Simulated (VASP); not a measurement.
# KZnF3 (P4/mmm) in VASP: notebook

Runs on KZnF3. Level: PBEsol. Tasks: single point.

Program: VASP 6.6.1. These are calculated values, not measurements. Logs are shortened: lines on timing, memory, paths and dates and some standing lists are left out, and cuts for length are marked.

## 1. The cell of the first run

The structure is tetragonal, space group P4/mmm (No. 123). Conventional cell: a = 3.870 Å, b = 3.870 Å, c = 4.161 Å, α = 90.00°, β = 90.00°, γ = 90.00°. Within 3.6 Å of K (site symmetry 4/mmm) lie 12 F at 2.74 to 2.84 Å and 8 Zn at 3.44 Å. Zn (site symmetry 4/mmm) has 6 F at 1.93 to 2.08 Å within 2.6 Å. F (site symmetry mmm) has 2 Zn at 1.93 Å within 2.6 Å. Within 2.9 Å of F (site symmetry 4/mmm) lie 2 Zn at 2.08 Å and 4 K at 2.74 Å and 8 F at 2.84 Å.

## 2. Single point, PBEsol (biaxial strain in the a-b plane: -4.5 %)

The input, INCAR:

```
PREC = Accurate
ENCUT = 520
EDIFF = 1E-7
ISMEAR = 0
SIGMA = 0.02
LREAL = False
LASPH = True
NELM = 100
ALGO = Normal
ISIF = 2
LWAVE = False
LCHARG = False
GGA = PS
NBANDS = 29
```

The input, KPOINTS:

```
regular mesh
0
Gamma
  6 6 6
```

The input, POSCAR:

```
KZnF3
1.0
    3.8696032749      0.0000000000      0.0000000000
    0.0000000000      3.8696032749      0.0000000000
    0.0000000000      0.0000000000      4.1613429983
K Zn F
1 1 3
Direct
    0.0000000000      0.0000000000      0.0000000000
    0.5000000000      0.5000000000      0.5000000000
    0.0000000000      0.5000000000      0.5000000000
    0.5000000000      0.0000000000      0.5000000000
    0.5000000000      0.5000000000      0.0000000000
```

Potentials or basis: VASP PAW PBE potentials, release 64 (K_sv, Zn, F).

Started as:

```
cat potpaw_PBE.64/K_sv/POTCAR potpaw_PBE.64/Zn/POTCAR potpaw_PBE.64/F/POTCAR > POTCAR
mpirun -np 1 vasp_std > vasp.out
```

OUTCAR:

```text
PREC = Accurate
   ENCUT = 520
   EDIFF = 1E-7
   ISMEAR = 0
   LREAL = False
   LASPH = True
   NELM = 100
   ISIF = 2
   GGA = PS

 ion  position               nearest neighbor table
   1  0.000  0.000  0.000-   5 2.74   5 2.74   5 2.74   5 2.74   4 2.84   3 2.84   4 2.84   3 2.84
                             4 2.84   3 2.84   4 2.84   3 2.84
   2  0.500  0.500  0.500-   3 1.93   4 1.93   4 1.93   3 1.93   5 2.08   5 2.08
   3  0.000  0.500  0.500-   2 1.93   2 1.93   1 2.84   1 2.84   1 2.84   1 2.84
   4  0.500  0.000  0.500-   2 1.93   2 1.93   1 2.84   1 2.84   1 2.84   1 2.84
   5  0.500  0.500  0.000-   2 2.08   2 2.08   1 2.74   1 2.74   1 2.74   1 2.74

  LATTYP: Found a simple tetragonal cell.
 ALAT       =     3.8696032749
 C/A-ratio  =     1.0753926702

  Lattice vectors:

 A1 = (   3.8696032749,   0.0000000000,   0.0000000000)
 A2 = (   0.0000000000,   3.8696032749,   0.0000000000)
 A3 = (   0.0000000000,   0.0000000000,   4.1613429983)

Analysis of symmetry for initial positions (statically):
=====================================================================
 Subroutine PRICEL returns:
 Original cell was already a primitive cell.

 Routine SETGRP: Setting up the symmetry group for a
 simple tetragonal supercell.

 Subroutine GETGRP returns: Found 16 space group operations
 (whereof 16 operations were pure point group operations)
 out of a pool of 16 trial point group operations.

The static configuration has the point symmetry D_4h.

Analysis of symmetry for dynamics (positions and initial velocities):
=====================================================================
 Subroutine PRICEL returns:
 Original cell was already a primitive cell.

 Routine SETGRP: Setting up the symmetry group for a
 simple tetragonal supercell.

 Subroutine GETGRP returns: Found 16 space group operations
 (whereof 16 operations were pure point group operations)
 out of a pool of 16 trial point group operations.

The dynamic configuration has the point symmetry D_4h.

 Subroutine INISYM returns: Found 16 space group operations
 (whereof 16 operations are pure point group operations),
 and found     1 'primitive' translations

----------------------------------------------------------------------------------------

                                     Primitive cell

  volume of cell :      62.3112

  direct lattice vectors                    reciprocal lattice vectors
     3.869603275  0.000000000  0.000000000     0.258424425  0.000000000  0.000000000
     0.000000000  3.869603275  0.000000000     0.000000000  0.258424425  0.000000000
     0.000000000  0.000000000  4.161342998     0.000000000  0.000000000  0.240307036

  length of vectors
     3.869603275  3.869603275  4.161342998     0.258424425  0.258424425  0.240307036

  position of ions in fractional coordinates (direct lattice)
     0.000000000  0.000000000  0.000000000
     0.500000000  0.500000000  0.500000000
     0.000000000  0.500000000  0.500000000
     0.500000000  0.000000000  0.500000000
     0.500000000  0.500000000  0.000000000

  ion indices of the primitive-cell ions
   primitive index   ion index
                 1           1
                 2           2
                 3           3
                 4           4
                 5           5

----------------------------------------------------------------------------------------

 KPOINTS: regular mesh

Automatic generation of k-mesh.
 Grid dimensions read from file:
 generate k-points for:    6    6    6

 Generating k-lattice:

  Cartesian coordinates                     Fractional coordinates (reciprocal lattice)
     0.043070737  0.000000000  0.000000000     0.166666667  0.000000000  0.000000000
     0.000000000  0.043070737  0.000000000     0.000000000  0.166666667  0.000000000
     0.000000000  0.000000000  0.040051173     0.000000000  0.000000000  0.166666667

  Length of vectors
     0.043070737  0.043070737  0.040051173

  Shift w.r.t. Gamma in fractional coordinates (k-lattice)
     0.000000000  0.000000000  0.000000000

 Subroutine IBZKPT returns following result:
 ===========================================

 Found     40 irreducible k-points:

 Following reciprocal coordinates:
            Coordinates               Weight
  0.000000  0.000000  0.000000      1.000000
  0.166667  0.000000  0.000000      4.000000
  0.333333  0.000000  0.000000      4.000000
  0.500000  0.000000  0.000000      2.000000
  0.166667  0.166667  0.000000      4.000000
  0.333333  0.166667  0.000000      8.000000
[... 16 lines left out ...]
  0.333333  0.000000  0.333333      8.000000
  0.500000  0.000000  0.333333      4.000000
 [... further k-points ...]
   k-points           NKPTS =     40   k-points in BZ     NKDIM =     40   number of bands    NBANDS=     29
   number of dos      NEDOS =    301   number of ions     NIONS =      5
   total plane-waves  NPLWV =  28800
   dimension x,y,z NGX =    30 NGY =   30 NGZ =   32
   dimension x,y,z NGXF=    60 NGYF=   60 NGZF=   64
   ions per type =               1   1   3
   NGX,Y,Z   is equivalent  to a cutoff of  12.89, 12.89, 12.78 a.u.
   NGXF,Y,Z  is equivalent  to a cutoff of  25.78, 25.78, 25.57 a.u.
 SYSTEM =  unknown system
   PREC   = accura    normal or accurate (medium, high low for compatibility)
   ISTART =      0    job   : 0-new  1-cont  2-samecut
   ICHARG =      2    charge: 1-file 2-atom 10-const
   ISPIN  =      1    spin polarized calculation?
   LNONCOLLINEAR =      F non collinear calculations
   LSORBIT =      F    spin-orbit coupling
   LASPH  =      T    aspherical Exc in radial PAW
   ENCUT  =  520.0 eV  38.22 Ry    6.18 a.u.   7.19  7.19  7.74*2*pi/ulx,y,z
   NELM   =    100;   NELMIN=  2; NELMDL= -5     # of ELM steps
   EDIFF  = 0.1E-06   stopping-criterion for ELM
   LREAL  =      F    real-space projection
   EDIFFG = 0.1E-05   stopping-criterion for IOM
   NSW    =      0    number of steps for IOM
   IBRION =     -1    ionic relax: 0-MD 1-quasi-New 2-CG
   NFREE  =      0    steps in history (QN), initial steepest desc. (CG)
   ISIF   =      2    stress and relaxation
   ISYM   =      2    0-nonsym 1-usesym 2-fastsym
   POTIM  = 0.5000    time-step for ionic-motion
   TEBEG  =    0.0;   TEEND  =   0.0 temperature during run
   PSTRESS=    0.0 pullay stress
   NELECT =      42.0000    total number of electrons
   NUPDOWN=      -1.0000    fix difference up-down
   EMIN   =  10.00;   EMAX   =-10.00  energy-range for DOS
   EFERMI =   0.00;   METHOD = LEGACY
   ISMEAR =     0;   SIGMA  =   0.02  broadening in eV -4-tet -1-fermi 0-gaus
   EFERMI_NEDOS =   21; number of points for ismear=-14 and -15
   IALGO  =     38    algorithm
   IMIX   =      4    mixing-type and parameters
     AMIX     =   0.40;   BMIX     =  1.00
     AMIX_MAG =   1.60;   BMIX_MAG =  1.00
  volume/ion in A,a.u.               =      12.46        84.10
  Fermi-wavevector in a.u.,A,eV,Ry     =   1.435387  2.712489 28.032586  2.060337
  Thomas-Fermi vector in A             =   2.554691
   LORBIT       =      0    0 simple, 1 ext, 2 COOP (PROOUT), +10 PAW based schemes
   GGA     = PS    functional components
   LHFCALC =     F    Hartree Fock is set to
   AEXX    =    0.0000 exact exchange contribution
   IVDW    =     0    specifies the selected vdW correction
   LEPSILON=     F    determine dielectric tensor
   LRPA    =     F    only Hartree local field effects (RPA)
 non-spin polarized calculation
 Gauss-broadening in eV      SIGMA  =   0.02
  energy-cutoff  :      520.00
  volume of cell :       62.31
 maximum number of plane-waves:      1696
 NGX is ok and might be reduce to    30
   NGX = 15   NGY = 15   NGZ = 15

 number of electron      41.9999982 magnetization

 Free energy of the ion-electron system (eV)
  ---------------------------------------------------
  ext. energy  EPLUGINS =         0.00000000
  ---------------------------------------------------
  free energy    TOTEN  =       -21.16384505 eV

  energy without entropy =      -21.16384505  energy(sigma->0) =      -21.16384505

 E-fermi :   0.1997     XC(G=0): -10.4858

 val. band max:        0.0750704319   @ k =   0.5000   0.5000   0.5000
 cond. band min:       3.6332587145   @ k =   0.0000   0.0000   0.0000
 fundamental gap:      3.5581882826
 Fermi energy:         0.1996731484

 k-point     1 :       0.0000    0.0000    0.0000
  band No.  band energies     occupation
      1     -27.3372      2.00000
      2     -22.4025      2.00000
      3     -21.7188      2.00000
      4     -21.2630      2.00000
      5     -10.9620      2.00000
      6     -10.8752      2.00000
[... 21 lines left out ...]
     28      10.8900      0.00000
     29      13.2721      0.00000

 k-point     2 :       0.1667    0.0000    0.0000
  band No.  band energies     occupation
      1     -27.3270      2.00000
      2     -22.3531      2.00000
      3     -21.7486      2.00000
      4     -21.2750      2.00000
      5     -10.9427      2.00000
      6     -10.8783      2.00000
[... 21 lines left out ...]
     28      10.9537      0.00000
     29      13.5176      0.00000

 k-point     3 :       0.3333    0.0000    0.0000
  band No.  band energies     occupation
      1     -27.3064      2.00000
      2     -22.2306      2.00000
      3     -21.8353      2.00000
      4     -21.2955      2.00000
      5     -10.9036      2.00000
      6     -10.8841      2.00000
[... 21 lines left out ...]
     28      11.0651      0.00000
     29      13.7882      0.00000

 k-point     4 :       0.5000    0.0000    0.0000
  band No.  band energies     occupation
      1     -27.2960      2.00000
      2     -22.1356      2.00000
      3     -21.9138      2.00000
      4     -21.3041      2.00000
      5     -10.8868      2.00000
      6     -10.8837      2.00000
[... 597 lines left out ...]
     28      11.1243      0.00000
     29      12.4897      0.00000

 k-point    23 :       0.3333    0.0000    0.3333
  band No.  band energies     occupation
      1     -27.2925      2.00000
      2     -22.1879      2.00000
      3     -21.8320      2.00000
      4     -21.3279      2.00000
      5     -10.9494      2.00000
      6     -10.9018      2.00000
[... 21 lines left out ...]
     28      11.2400      0.00000
     29      12.1316      0.00000

 k-point    24 :       0.5000    0.0000    0.3333
  band No.  band energies     occupation
      1     -27.2840      2.00000
      2     -22.0635      2.00000
      3     -21.9310      2.00000
      4     -21.3364      2.00000
      5     -10.9506      2.00000
      6     -10.9365      2.00000
[... 21 lines left out ...]
     28      11.8005      0.00000
     29      12.2844      0.00000

 [... further k-points ...]
[... 5 lines left out ...]
  --------------------------------------------------------------------------------------
  -------------------------------------------------------------------------------------
  Total        3.9673018      3.9673018      0.7390209      0.0000000      0.0000000      0.0000000
  in kB      102.0092192    102.0092192     19.0020692      0.0000000      0.0000000      0.0000000
  external PRESSURE =      74.3401692 kB  Pullay stress =       0.0000000 kB

 VOLUME and BASIS-vectors are now :
 -----------------------------------------------------------------------------
  energy-cutoff  :      520.00
  volume of cell :       62.31
      direct lattice vectors                 reciprocal lattice vectors
     3.869603275  0.000000000  0.000000000     0.258424425  0.000000000  0.000000000
     0.000000000  3.869603275  0.000000000     0.000000000  0.258424425  0.000000000
     0.000000000  0.000000000  4.161342998     0.000000000  0.000000000  0.240307036

 POSITION                                       TOTAL-FORCE (eV/Angst)
 -----------------------------------------------------------------------------------
      0.00000      0.00000      0.00000         0.000000      0.000000      0.000000
      1.93480      1.93480      2.08067         0.000000      0.000000      0.000000
      0.00000      1.93480      2.08067         0.000000      0.000000      0.000000
      1.93480      0.00000      2.08067         0.000000      0.000000      0.000000
      1.93480      1.93480      0.00000         0.000000      0.000000      0.000000
 -----------------------------------------------------------------------------------
    total drift:                                0.000000      0.000000     -0.000000

  FREE ENERGIE OF THE ION-ELECTRON SYSTEM (eV)
  ---------------------------------------------------
  free  energy   TOTEN  =       -21.1638450492 eV

  energy  without entropy=      -21.1638450492  energy(sigma->0) =      -21.16384505
```

It took 76 s on 1 thread of Intel Xeon 8259CL, shared host; peak memory 0.22 GiB.

What came out:

```yaml
Free_energy: -21.1638 eV
Pressure: 7.4 GPa
Band_gap_on_the_k_mesh: 3.56 eV (least direct gap 5.98 eV)
```

Caveat: the cell differs from its parent crystal (biaxial strain in the a-b plane: -4.5 %); the stress differs along the axes, from 2 to 10 GPa; the PAW data sets were made with another functional, which shifts forces and pressure a little.

(Continued in part 2 of 2.)
